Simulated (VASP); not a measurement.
Set up this calculation in VASP 6.6.1, as the native input.

```yaml
Task: single point
Functional: PBE
Potentials_or_basis: VASP PAW PBE potentials, release 64 (Si, Ge_d)
Cutoff: 520 eV
k_mesh: 12 × 12 × 4
Occupations: gaussian, width 0.1 eV
Spin: no spin polarisation
Dipole_correction: no
Further_INCAR_settings: ALGO = Normal; EDIFF = 1e-06; NBANDS = 46
```

The structure of SiGe5 lies in POSCAR:

```
SiGe5
1.0
    3.2252605112      0.0000000000      0.0000000000
    0.0000000000      3.2252605112      0.0000000000
    0.0000000000      0.0000000000     10.7638301888
Si Ge
1 5
Direct
    0.5000000000      0.5000000000      0.5000000000
    0.0000000000      0.0000000000      0.0000000000
    0.5000000000      0.5000000000      0.1709263753
    0.0000000000      0.0000000000      0.3542754215
    0.0000000000      0.0000000000      0.6457245785
    0.5000000000      0.5000000000      0.8290736247
```

These files were run (other wordings do the same):

INCAR

```
SYSTEM = SiGe5
  PREC = Accurate
  ENCUT = 520
  EDIFF = 1E-6
  ISMEAR = 0
  SIGMA = 0.1
  LREAL = .False.
  LASPH = .True.
  NELM = 80
  ALGO = Normal
  ISIF = 2
  LWAVE = .False.
  LCHARG = .True.
  GGA = PE
  LELF = .True.
  LVHAR = .True.
  NBANDS = 46
```

KPOINTS

```
regular mesh
0
Gamma
  12 12 4
  0 0 0
```

Potentials or basis: VASP PAW PBE potentials, release 64 (Si, Ge_d).

Command:

```sh
$ cat potpaw_PBE.64/Si/POTCAR potpaw_PBE.64/Ge_d/POTCAR > POTCAR
$ mpirun -np 1 vasp_std > vasp.out
```

Results of the run:

The pressure is 0.0 GPa, the largest force is 0.006 eV/Å and the band gap on the k mesh is zero (bands 37 and 38 overlap by 4.37 eV).

Run time: 5.8 min on 1 thread of Intel(R) Xeon(R) Platinum 8259CL CPU @ 2.50GHz (Skylake/Cascade Lake) (shared host), peak memory 0.42 GiB.
